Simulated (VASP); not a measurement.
Input of a VASP 6.6.1 run:

The input INCAR:

```
  PREC = Accurate
  ENCUT = 520
  EDIFF = 1E-6
  ISMEAR = 0
  SIGMA = 0.05
  LREAL = Auto
  LASPH = T
  NELM = 100
  ALGO = Normal
  ISIF = 2
  LWAVE = F
  LCHARG = F
  LDIPOL = T
  IDIPOL = 3
  DIPOL = 0.5 0.5 0.289
  GGA = PE
  NBANDS = 68
```

KPOINTS

```
Automatic mesh
0
Gamma
  5 5 1
```

File POSCAR:

```
HC12
1.0
    5.0509324483      0.0000000000      0.0000000000
    0.0000000000      5.0509324483      0.0000000000
    0.0000000000      0.0000000000     22.3754933530
C H
24 2
Direct
    0.0000000000      0.2500000000      0.1787670080
    0.0000000000      0.7500000000      0.1787670080
    0.5000000000      0.2500000000      0.1787670080
    0.5000000000      0.7500000000      0.1787670080
    0.0000000000      0.0000000000      0.2186716990
    0.0000000000      0.5000000000      0.2186716990
    0.5000000000      0.0000000000      0.2186716990
    0.5000000000      0.5000000000      0.2186716990
    0.2500000000      0.0000000000      0.2585763899
    0.2500000000      0.5000000000      0.2585763899
    0.7500000000      0.0000000000      0.2585763899
    0.7500000000      0.5000000000      0.2585763899
    0.2500000000      0.2500000000      0.2976014419
    0.2500000000      0.7500000000      0.2976014419
    0.7500000000      0.2500000000      0.2976014419
    0.7500000000      0.7500000000      0.2976014419
    0.0000000000      0.2500000000      0.3394883053
    0.0000000000      0.7500000000      0.3394883053
    0.5000000000      0.2500000000      0.3394883053
    0.5000000000      0.7500000000      0.3394883053
    0.0000000000      0.0000000000      0.3743154719
    0.0000000000      0.5000000000      0.3743154719
    0.5000000000      0.0000000000      0.3743154719
    0.5000000000      0.5000000000      0.3743154719
    0.9090266986      0.3750000000      0.4230294816
    1.0909733014      0.3750000000      0.4230294816
```

Potentials or basis: VASP PAW PBE potentials, release 64 (C, H).

Launch:

```console
$ cat potpaw_PBE.64/C/POTCAR potpaw_PBE.64/H/POTCAR > POTCAR
$ mpirun -np 1 vasp_std > vasp.out
```

What does it give for the band gap on the k mesh?

Zero (bands 49 and 50 overlap by 0.27 eV).

What does it give for the largest force?

4.640 eV/Å.

Forces on the atoms (eV/Å):
```
C    0.000  0.017  2.126
C    0.000 -0.025  2.124
C    0.000  0.045  2.205
C    0.000 -0.054  2.186
C    0.000  0.014 -2.560
C    0.000  0.009 -2.499
C    0.000 -0.078 -2.452
C    0.000  0.031 -2.596
C    0.119  0.062  0.119
C    0.215 -0.050  0.217
C   -0.119  0.062  0.119
C   -0.215 -0.050  0.217
C   -0.269 -0.029 -0.034
C   -0.093 -0.257  0.195
C    0.269 -0.029 -0.034
C    0.093 -0.257  0.195
C    0.000 -0.712 -2.018
C    0.000  1.411  0.599
C    0.000  0.036 -0.003
C    0.000  0.002  0.067
C    0.000  0.708  0.964
C    0.000 -4.051  2.263
C    0.000  0.173  0.013
C    0.000 -0.338  0.191
H   -1.792  1.679 -0.802
H    1.792  1.679 -0.802
```
